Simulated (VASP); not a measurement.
**CsSb2: single point with PBE**

Crystal: CsSb2.

```xyz
6
Lattice="4.9692 0.0000 0.0000 0.0000 4.9692 0.0000 0.0000 0.0000 7.5819" Properties=species:S:1:pos:R:3 pbc="T T T"
Cs    0.0000    2.4846    5.3074
Cs    2.4846    0.0000    2.2746
Sb    0.0000    0.0000    0.0000
Sb    2.4846    2.4846    0.0000
Sb    0.0000    2.4846    2.0471
Sb    2.4846    0.0000    5.5348
```

| Quantity | Value |
| --- | --- |
| Program | VASP 6.6.1 |
| Task | single point |
| Functional | PBE |
| Potentials or basis | VASP PAW PBE potentials, release 64 (Cs_sv, Sb) |
| Cutoff | 520 eV |
| k mesh | 4 × 4 × 4 |
| Occupations | gaussian, width 0.1 eV |
| Spin | no spin polarisation |

* Pressure: 9.2 GPa
* Largest force: 1.082 eV/Å
* Band gap on the k mesh: zero (bands 19 and 20 overlap by 1.11 eV)

Forces in eV/Å, atoms in the order of the input:
```
Cs   0.000  0.000 -0.451
Cs   0.000  0.000  0.451
Sb   0.000  0.000  0.000
Sb   0.000  0.000  0.000
Sb   0.000  0.000 -1.082
Sb   0.000  0.000  1.082
```

Stress tensor (GPa, compression positive):
```
9.56 0.00 0.00
0.00 9.56 0.00
0.00 0.00 8.59
```

Levels at points of the mesh, in eV from the Fermi level:
```csv
k point,band 16,band 17,band 18,band 19,band 20,band 21,band 22,band 23
"(0.00, 0.00, 0.00)",-1.77,-1.43,-1.43,-0.56,0.10,0.10,0.52,1.58
"(0.50, 0.00, 0.00)",-3.10,-1.71,-1.71,-0.34,-0.34,0.14,0.14,1.49
"(0.50, 0.50, 0.00)",-2.82,-0.57,-0.57,0.08,0.08,1.86,1.86,2.09
"(0.00, 0.00, 0.50)",-1.91,-1.45,-1.45,-0.16,-0.04,0.68,0.68,1.90
"(0.50, 0.00, 0.50)",-3.26,-2.33,-2.33,0.19,0.19,0.22,0.22,1.80
"(0.50, 0.50, 0.50)",-2.63,-0.07,-0.07,0.21,0.21,1.36,1.36,1.87
```

Wall time 120 s on 1 thread of Oxide Virtual Turin-like Processor, with other jobs on the host, peak memory 0.26 GiB.

Caveat: the cell stands under pressure; spin-orbit coupling is left out, which moves the levels of the heavy elements; forces of over 1 eV/Å act on the atoms, so gaps and moduli don't describe the material at rest.
